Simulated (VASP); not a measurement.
A run of VASP 6.6.1 is set up as follows.

INCAR

```
  PREC = Accurate
  ENCUT = 600
  EDIFF = 1E-7
  ISMEAR = -1
  SIGMA = 0.05
  LREAL = F
  LASPH = T
  NELM = 60
  ALGO = Normal
  ISIF = 3
  LWAVE = F
  LCHARG = F
  GGA = PS
  IBRION = 2
  NSW = 80
  EDIFFG = -0.02
  PSTRESS = 200.0
```

Contents of KPOINTS:

```
Automatic mesh
0
Gamma
  11 11 6
```

POSCAR

```
Zn
1.0
    2.6700000000      0.0000000000      0.0000000000
   -1.3350000000      2.3122878281      0.0000000000
    0.0000000000      0.0000000000      4.9660000000
Zn
2
Direct
    0.6666666667      0.3333333333      0.7500000000
    0.3333333333      0.6666666667      0.2500000000
```

Potentials or basis: VASP PAW PBE potentials, release 64 (Zn).

The run is started by

```sh
$ cat potpaw_PBE.64/Zn/POTCAR > POTCAR
$ mpirun -np 1 vasp_std > vasp.out
```

Question: Estimate the band gap on the k mesh.

Answer: Zero (band 12 reaches 6.33 eV, above the bottom of band 13 at 3.52 eV).

Question: Estimate the space group after relaxing (to 0.05 Å).

Answer: P6_3/mmc (No. 194).

Question: Estimate the relaxed volume.

Answer: 12.09 Å³/atom.

Question: What does it give for the relaxed cell?

Answer: a = 2.561 Å, b = 2.561 Å, c = 4.255 Å, α = 90.00°, β = 90.00°, γ = 120.00°.

The path:
| step | energy change (eV) | largest force (eV/Å) | pressure (GPa) | volume (Å³) |
| --- | --- | --- | --- | --- |
| 1 | 0.0000 | 0.0000 | -5.36 | 30.66 |
| 2 | 0.9912 | 0.0000 | 59.56 | 21.10 |
| 3 | 0.1618 | 0.0000 | 19.19 | 24.73 |
| 4 | 0.1753 | 0.0000 | 19.97 | 24.62 |
| 5 | 0.1618 | 0.0000 | 20.22 | 24.36 |
| 6 | 0.2077 | 0.0000 | 23.86 | 23.72 |
| 7 | 0.1677 | 0.0000 | 21.19 | 24.00 |
| 8 | 0.1774 | 0.0000 | 21.93 | 23.91 |
| 9 | 0.1795 | 0.0000 | 22.13 | 23.89 |
| 10 | 0.0996 | 0.0000 | 17.36 | 24.54 |
| 11 | 0.1420 | 0.0000 | 19.98 | 24.17 |

Caveat: the cell is relaxed towards a set pressure, so the enthalpy falls and the energy may rise; the volume moved by over 15 % at a fixed basis, so the end points are rough; the PAW data sets were made with another functional, which shifts forces and pressure a little.
